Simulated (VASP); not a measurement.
**Te: single point with PBEsol**

Crystal: Te.

```xyz
3
Lattice="3.5539 -1.9505 -0.0154 3.5539 1.9505 -0.0154 -0.1118 0.0000 6.0971" Properties=species:S:1:pos:R:3 pbc="T T T"
Te    0.0000    0.0000    0.0000
Te    2.2895    0.0000    2.0181
Te    4.7064    0.0000    4.0482
```

```json
{
 "Program": "VASP 6.6.1",
 "Task": "single point",
 "Functional": "PBEsol",
 "Potentials or basis": "VASP PAW PBE potentials, release 64 (Te)",
 "Cutoff": "520 eV",
 "k mesh": "7 × 7 × 5",
 "Occupations": "fermi-dirac, width 0.05 eV",
 "Spin": "no spin polarisation",
 "Dipole correction": "no",
 "Further INCAR settings": "ALGO = Normal; EDIFF = 1e-06; NBANDS = 16"
}
```

```
Pressure               : 5.1 GPa
Largest force          : 0.008 eV/Å
Band gap on the k mesh : zero (bands 9 and 10 overlap by 0.59 eV)
```

Forces in eV/Å, atoms in the order of the input:
```
Te   0.000  0.000  0.000
Te   0.004  0.000 -0.007
Te  -0.004  0.000  0.007
```

Stress tensor (GPa, compression positive):
```
5.03 0.00 0.00
0.00 5.01 0.00
0.00 0.00 5.12
```

Levels at points of the mesh, in eV from the Fermi level:
| k point | band 5 | band 6 | band 7 | band 8 | band 9 | band 10 | band 11 | band 12 | band 13 | band 14 |
| --- | --- | --- | --- | --- | --- | --- | --- | --- | --- | --- |
| (0.00, 0.00, 0.00) | -1.92 | -1.86 | -1.85 | -1.69 | -1.47 | 1.36 | 1.44 | 2.47 | 4.55 | 4.56 |

Run time: 120 s on 1 thread of Intel Xeon 8259CL (shared host), peak memory 0.24 GiB.

Caveat: the cell stands under pressure; the PAW data sets were made with another functional, which shifts forces and pressure a little; spin-orbit coupling is left out, which moves the levels of the heavy elements.
